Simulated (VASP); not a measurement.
Write the native input for VASP 6.6.1 that does the following.

| Quantity | Value |
| --- | --- |
| Task | single point |
| Functional | r2SCAN |
| Potentials or basis | VASP PAW PBE potentials, release 64 (In_d, As) |
| Cutoff | 520 eV |
| k mesh | 16 × 16 × 16 |
| Occupations | gaussian, width 0.1 eV |
| Spin | no spin polarisation |
| Dipole correction | no |
| Further INCAR settings | ALGO = Normal; EDIFF = 1e-07; NBANDS = 16 |

The system is InAs.

```
CELL_PARAMETERS angstrom
0.00000 2.84212 2.84212
2.84212 0.00000 2.84212
2.84212 2.84212 0.00000
ATOMIC_POSITIONS crystal
In 0.50000 0.50000 0.50000
As 0.00000 0.00000 0.00000
```

The input as run:

POSCAR

```
InAs
1.0
    0.0000000000      2.8421177638      2.8421177638
    2.8421177638      0.0000000000      2.8421177638
    2.8421177638      2.8421177638      0.0000000000
In As
1 1
Direct
    0.5000000000      0.5000000000      0.5000000000
    0.0000000000      0.0000000000      0.0000000000
```

INCAR.step1

```
SYSTEM = InAs
  ALGO = Normal
  EDIFF = 1E-4
  ENCUT = 520
  GGA = PE
  ISMEAR = 0
  LASPH = .TRUE.
  LCHARG = .FALSE.
  LREAL = .FALSE.
  LWAVE = .TRUE.
  NBANDS = 16
  NELM = 100
  PREC = Accurate
  SIGMA = 0.1
```

INCAR.step2

```
SYSTEM = InAs
  ALGO = Normal
  EDIFF = 1E-7
  ENCUT = 520
  ISIF = 2
  ISMEAR = 0
  ISTART = 1
  LASPH = .TRUE.
  LCHARG = .FALSE.
  LMIXTAU = .TRUE.
  LREAL = .FALSE.
  LWAVE = .FALSE.
  METAGGA = R2SCAN
  NBANDS = 16
  NELM = 100
  PREC = Accurate
  SIGMA = 0.1
```

KPOINTS

```
k-points
0
G
  16 16 16
  0 0 0
```

Potentials or basis: VASP PAW PBE potentials, release 64 (In_d, As).

Run with:

```bash
$ cat potpaw_PBE.64/In_d/POTCAR potpaw_PBE.64/As/POTCAR > POTCAR
$ cp INCAR.step1 INCAR
$ mpirun -np 1 vasp_std > vasp.out
$ cp INCAR.step2 INCAR
$ mpirun -np 1 vasp_std > vasp.out
```

It gave:

| Quantity | Value |
| --- | --- |
| Pressure | 0.1 GPa |
| Band gap on the k mesh | zero (bands 9 and 10 overlap by 2.81 eV) |

Caveat: the PAW data sets were made with another functional, which shifts forces and pressure a little; spin-orbit coupling is left out, which moves the levels of the heavy elements.

Run time: 3.8 min on 1 thread of Intel(R) Xeon(R) 6975P-C (Granite Rapids) (shared host), peak memory 0.25 GiB.
